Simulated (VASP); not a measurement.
Set up this calculation in VASP 6.6.1, as the native input.

```yaml
Task: single point
Functional: PBEsol
Dispersion: D3(BJ)
Potentials_or_basis: VASP PAW PBE potentials, release 64 (W_sv, Se)
Cutoff: 520 eV
k_mesh: 12 × 12 × 4
Occupations: gaussian, width 0.05 eV
Spin: no spin polarisation
Dipole_correction: no
Further_INCAR_settings: ALGO = Normal; EDIFF = 1e-06; NBANDS = 35
```

The structure of WSe2 lies in POSCAR:

```
WSe2
1.0
    3.3112171764      0.0000000000      0.0000000000
   -1.6556085882      2.7976567729      0.0000000000
    0.0000000000      0.0000000000     12.4145017028
W Se
2 4
Direct
    0.3333333333      0.6666666667      0.2500000000
    0.6666666667      0.3333333333      0.7500000000
    0.3333333333      0.6666666667      0.6145805872
    0.6666666667      0.3333333333      0.1145805872
    0.3333333333      0.6666666667      0.8854194128
    0.6666666667      0.3333333333      0.3854194128
```

This cell differs from its parent crystal: strain +0.0250 x Voigt [1, 0, 0, 0, 0, 0].

The input as run:

INCAR

```
SYSTEM = WSe2
PREC     = Accurate       ! precision mode
ENCUT    = 520            ! plane-wave cutoff, eV
EDIFF    = 1E-6           ! SCF threshold, eV
ISMEAR   = 0              ! smearing method
SIGMA    = 0.05           ! smearing width, eV
LREAL    = .FALSE.        ! projectors in reciprocal space
LASPH    = .TRUE.         ! aspherical terms in the spheres
NELM     = 60             ! most SCF steps
ALGO     = Normal         ! electronic algorithm
ISIF     = 2              ! what is computed and relaxed
LWAVE    = .FALSE.        ! write WAVECAR
LCHARG   = .TRUE.         ! write CHGCAR
GGA      = PS             ! functional
IVDW     = 12             ! dispersion correction
LELF     = .TRUE.         ! ELF
LVHAR    = .TRUE.       
NBANDS   = 35             ! bands
LUSENCCL = .FALSE.
```

KPOINTS

```
Automatic mesh
0
G
  12 12 4
  0 0 0
```

Potentials or basis: VASP PAW PBE potentials, release 64 (W_sv, Se).

The run is started by

```console
$ cat potpaw_PBE.64/W_sv/POTCAR potpaw_PBE.64/Se/POTCAR > POTCAR
$ mpirun -np 1 vasp_std > vasp.out
```

Results of the run:

* Pressure: -3.0 GPa
* Largest force: 0.229 eV/Å
* Band gap on the k mesh: 0.71 eV (least direct gap 1.54 eV)
* Dispersion energy per atom: -0.465 eV

Caveat: the cell differs from its parent crystal (strain +0.0250 x Voigt [1, 0, 0, 0, 0, 0]); the cell stands under tension; the PAW data sets were made with another functional, which shifts forces and pressure a little; spin-orbit coupling is left out, which moves the levels of the heavy elements.

It took 7.4 min on 1 × NVIDIA H100 80GB with 1 thread of AMD EPYC 7R13 Processor (Zen 3) (shared host), peak memory 1.6 GiB.
